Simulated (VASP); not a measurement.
Fe, 2 atoms in the cell. Symmetry: Fmmm, No. 69, orthorhombic system. Conventional cell: a = 2.997 Å, b = 3.883 Å, c = 3.930 Å, α = 90.00°, β = 90.00°, γ = 90.00°. Within 3.2 Å of Fe (site symmetry mmm) lie 14 Fe at 2.45 to 3.00 Å. 

- Program: VASP 6.6.1
- Task: single point
- Functional: r2SCAN
- Potentials or basis: VASP PAW PBE potentials, release 64 (Fe)
- Cutoff: 520 eV
- k mesh: 9 × 9 × 9
- Occupations: fermi-dirac, width 0.1 eV
- Spin: collinear spin, antiferromagnetic start
- Starting moments: [3.0, -3.0] μB
- Dipole correction: no
- Further INCAR settings: ALGO = Normal; EDIFF = 1e-06; NBANDS = 19

Potentials or basis: VASP PAW PBE potentials, release 64 (Fe).

Launch:

```bash
$ cat potpaw_PBE.64/Fe/POTCAR > POTCAR
$ cp INCAR.step1 INCAR
$ mpirun -np 1 vasp_std > vasp.out
$ cp INCAR.step2 INCAR
$ mpirun -np 1 vasp_std > vasp.out
```

Hardware: 1 thread of Intel(R) Xeon(R) Platinum 8488C (Sapphire Rapids), with other jobs on the host.

How long does it take, and how much memory?

Wall time 4.7 min on 1 thread of Intel(R) Xeon(R) Platinum 8488C (Sapphire Rapids), with other jobs on the host, peak memory 0.21 GiB. Counts: k points 125.
